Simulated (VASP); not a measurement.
# ZnS: single point with LDA

**Experimental background.**

From “Electronic, vibrational, and thermodynamic properties of ZnS (zincblende and rocksalt structure)”, 2009, arxiv:0911.5022, for a bulk crystal of ZnS at 19 K: band gap 3.85 eV (direct).

Crystal: ZnS.

```
Zn S
1.0
     0.00000    2.64847    2.64847
     2.64847    0.00000    2.64847
     2.64847    2.64847    0.00000
Zn S
1 1
Cartesian
  3.9727 3.9727 3.9727
  0.0000 0.0000 0.0000
```

```json
{
  "Program": "VASP 6.6.1",
  "Task": "single point",
  "Functional": "LDA",
  "Potentials or basis": "VASP PAW LDA potentials, release 64 (Zn, S)",
  "Cutoff": "520 eV",
  "k mesh": "8 × 8 × 8",
  "Occupations": "gaussian, width 0.01 eV",
  "Spin": "no spin polarisation"
}
```

The pressure is 0.2 GPa. The band gap on the k mesh is 2.16 eV, direct.

Levels at points of the mesh, in eV from the valence-band top:
| k point | band 6 | band 7 | band 8 | band 9 | band 10 | band 11 | band 12 | band 13 |
| --- | --- | --- | --- | --- | --- | --- | --- | --- |
| (0.00, 0.00, 0.00) | -6.20 | 0.00 | 0.00 | 0.00 | 2.16 | 6.21 | 6.21 | 6.21 |
| (0.50, 0.00, 0.00) | -5.98 | -5.78 | -0.97 | -0.97 | 3.23 | 6.76 | 6.76 | 8.85 |
| (0.50, 0.50, 0.00) | -5.96 | -4.91 | -2.47 | -2.47 | 3.06 | 3.89 | 11.16 | 12.20 |

Run time: 9.6 s on 1 thread of AMD EPYC 9R45 96-Core Processor (Zen 5), on a shared host, peak memory 0.11 GiB.

A measured gap of ZnS is 3.85 eV (direct; 19 K; quoted in “Electronic, vibrational, and thermodynamic properties of ZnS (zincblende and rocksalt structure)”, 2009, arxiv:0911.5022); the calculated 2.16 eV misses it by -1.69 eV. The value is that of LDA, without temperature or zero-point motion. Semilocal functionals fall short of measured gaps as a rule.
